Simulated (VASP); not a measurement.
Write the native input for VASP 6.6.1 that does the following.

```yaml
Task: single point
Functional: PBE
Potentials_or_basis: VASP PAW PBE potentials, release 64 (Li_sv, F)
Cutoff: 520 eV
k_mesh: 6 × 6 × 6
Occupations: gaussian, width 0.1 eV
Spin: no spin polarisation
Dipole_correction: no
Further_INCAR_settings: ALGO = Normal; EDIFF = 1e-06; NBANDS = 18
```

The structure of Li4F lies in POSCAR:

```
Li4F
1.0
    2.4381998300      1.4076953300      3.2955110700
   -2.4381998300      1.4076953300      3.2955110700
    0.0000000000     -2.8153906500      3.2955110700
Li F
4 1
Direct
    0.5000000000      0.5000000000      0.0000000000
    0.0000000000      0.5000000000      0.5000000000
    0.5000000000      0.0000000000      0.5000000000
    0.5000000000      0.5000000000      0.5000000000
    0.0000000000      0.0000000000      0.0000000000
```

These files were run (other wordings do the same):

INCAR

```
SYSTEM = Li4F
  PREC = Accurate
  ENCUT = 520
  EDIFF = 1E-6
  ISMEAR = 0
  SIGMA = 0.1
  LREAL = .False.
  LASPH = .True.
  NELM = 80
  ALGO = Normal
  ISIF = 2
  LWAVE = .False.
  LCHARG = .True.
  GGA = PE
  LELF = .True.
  LVHAR = .True.
  NBANDS = 18
```

KPOINTS

```
Automatic mesh
0
Gamma
  6 6 6
  0 0 0
```

Potentials or basis: VASP PAW PBE potentials, release 64 (Li_sv, F).

Command:

```bash
$ cat potpaw_PBE.64/Li_sv/POTCAR potpaw_PBE.64/F/POTCAR > POTCAR
$ mpirun -np 1 vasp_std > vasp.out
```

It took 23 s on 1 thread of Intel(R) Xeon(R) Platinum 8259CL CPU @ 2.50GHz (Skylake/Cascade Lake) (shared host), peak memory 0.18 GiB.
